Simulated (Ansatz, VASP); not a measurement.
**Cd3TeO2: VASP beside Ansatz**

```
Cd Te O
1.0
     6.12994    0.00000    0.00000
     0.00000    6.12994    0.00000
     0.00000    0.00000    6.12994
Cd Te O
6 2 4
Cartesian
  0.0000 3.0650 3.0650
  3.0650 0.0000 3.0650
  3.0650 3.0650 0.0000
  0.0000 3.0650 0.0000
  3.0650 0.0000 0.0000
  0.0000 0.0000 3.0650
  0.0000 0.0000 0.0000
  3.0650 3.0650 3.0650
  1.5325 1.5325 1.5325
  4.5975 4.5975 1.5325
  4.5975 1.5325 4.5975
  1.5325 4.5975 4.5975
```

Alike in both runs: functional PBE; k mesh 6 × 6 × 6; occupations gaussian, width 0.1 eV; no spin polarisation.

Ansatz relaxed the structure, and its values are those at the end. VASP's run is a single point on that final structure, the one shown.

|  | VASP | Ansatz |
| --- | --- | --- |
| version | VASP 6.6.1 | Ansatz 0.2.0 |
| potentials or method | VASP PAW PBE potentials, release 64 (Cd, Te, O), cutoff 520 eV | scalar-relativistic, plane waves, PAW |
| valence electrons in the cell | 108 | 176 |

```csv
,VASP,Ansatz,Ansatz less VASP
gap on the k mesh at the Fermi level (eV),none,none,-
pressure (GPa),0.3,0.0,-0.29
```

A gap of «none» marks a metal or a gap that the smearing closes. With one functional, cell and mesh, what is left measures potentials, basis and numerics. VASP's potentials hold 108 valence electrons a cell and Ansatz's 176, so a difference there can come from the potentials and not from the codes.

Spin-orbit coupling is off throughout.
